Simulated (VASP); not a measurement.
Set up this calculation in VASP 6.6.1, as the native input.

* Task: single point
* Functional: PBE
* Potentials or basis: VASP PAW PBE potentials, release 64 (K_sv, Ge_d, O)
* Cutoff: 520 eV
* k mesh: 12 × 12 × 8
* Occupations: gaussian, width 0.1 eV
* Spin: no spin polarisation
* Dipole correction: no
* Further INCAR settings: ALGO = Normal; EDIFF = 1e-06; NBANDS = 22

The structure of KGeO lies in POSCAR:

```
KGeO
1.0
    3.9058947945      0.0000000000      0.0000000000
   -1.9529473973      3.3826041165      0.0000000000
    0.0000000000      0.0000000000      7.2153329944
K Ge O
1 1 1
Direct
    0.0000000000      0.0000000000      0.2348244192
    0.0000000000      0.0000000000      0.6766556460
    0.0000000000      0.0000000000      0.9110042449
```

One way to write it, as run:

INCAR

```
SYSTEM = KGeO
ALGO = Normal
EDIFF = 1E-6
ENCUT = 520
GGA = PE
ISIF = 2
ISMEAR = 0
LASPH = .TRUE.
LCHARG = .FALSE.
LREAL = .FALSE.
LWAVE = .FALSE.
NBANDS = 22
NELM = 60
PREC = Accurate
SIGMA = 0.1
```

KPOINTS

```
k-points
0
G
  12 12 8
  0 0 0
```

Potentials or basis: VASP PAW PBE potentials, release 64 (K_sv, Ge_d, O).

Command:

```sh
$ cat potpaw_PBE.64/K_sv/POTCAR potpaw_PBE.64/Ge_d/POTCAR potpaw_PBE.64/O/POTCAR > POTCAR
$ mpirun -np 1 vasp_std > vasp.out
```

It gave:

```json
{
  "Pressure": "-0.1 GPa",
  "Largest force": "0.088 eV/Å"
}
```

Caveat: an odd number of electrons without spin polarisation forces a metal; a magnetic or distorted state may lie lower.

Wall time 4 min on 1 thread of Intel(R) Xeon(R) Platinum 8175M CPU @ 2.50GHz (Skylake/Cascade Lake), with other jobs on the host, peak memory 0.36 GiB.
